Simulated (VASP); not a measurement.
Here is a VASP 6.6.1 calculation.

The input INCAR:

```
ALGO = Normal
EDIFF = 1E-6
ENCUT = 520
GGA = CA
ISIF = 2
ISMEAR = 0
LASPH = True
LCHARG = False
LREAL = False
LWAVE = False
NBANDS = 16
NELM = 100
PREC = Accurate
SIGMA = 0.05
```

File KPOINTS:

```
k-points
0
Gamma
  12 12 6
```

The input POSCAR:

```
BN
1.0
    2.5539396017      0.0000000000      0.0000000000
   -1.2769698009      2.2117765748      0.0000000000
    0.0000000000      0.0000000000      4.2268550000
B N
2 2
Direct
    0.6666666667      0.3333333333      1.0411259407
    0.3333333333      0.6666666667      0.4997240000
    0.6666666667      0.3333333333      0.6252760000
    0.3333333333      0.6666666667      0.1252760000
```

Potentials or basis: VASP PAW LDA potentials, release 64 (B, N).

Command:

```console
$ cat potpaw_LDA.64/B/POTCAR potpaw_LDA.64/N/POTCAR > POTCAR
$ mpirun -np 1 vasp_std > vasp.out
```

(1) Predict the pressure.

(2) Estimate the band gap on the k mesh.

## Answers

(1) -8.2 GPa.

(2) 5.01 eV, indirect (least direct gap 7.42 eV).

Caveat: the cell differs from its parent crystal (atom 1 (B) moved +0.175 Å along Cartesian [0 0 1]); forces of over 1 eV/Å act on the atoms, so gaps and moduli don't describe the material at rest.
